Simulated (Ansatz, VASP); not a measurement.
# Two plane-wave programs on Tl2Re

```
CELL_PARAMETERS angstrom
4.88765 0.00000 0.00000
0.00000 4.88765 0.00000
0.00000 0.00000 3.02161
ATOMIC_POSITIONS crystal
Tl 0.00000 0.50000 0.50000
Tl 0.50000 0.00000 0.50000
Re 0.50000 0.50000 0.00000
```

Alike in both runs: task relaxation of cell and atoms; functional PBE; k mesh 10 × 10 × 16; occupations gaussian, width 0.1 eV; no spin polarisation.

|  | VASP | Ansatz |
| --- | --- | --- |
| version | VASP 6.6.1 | Ansatz 0.2.0 |
| potentials or method | VASP PAW PBE potentials, release 64 (Tl_d, Re), cutoff 600 eV | scalar-relativistic, plane waves, PAW |
| valence electrons in the cell | 33 | 41 |

|  | VASP | Ansatz | Ansatz less VASP |
| --- | --- | --- | --- |
| gap on the k mesh at the Fermi level, each at its own relaxed structure (eV) | none | none | - |
| relaxed volume (Å³/atom) | 24.11 | 24.14 | +0.033 |
| relaxed cell length with the largest relative difference (Å) | 3.018 | 3.014 | -0.0041 |

A gap of «none» marks a metal or a gap that the smearing closes. VASP's potentials hold 33 valence electrons a cell and Ansatz's 41, so a difference there can come from the potentials and not from the codes.

Neither program's run includes spin-orbit coupling.
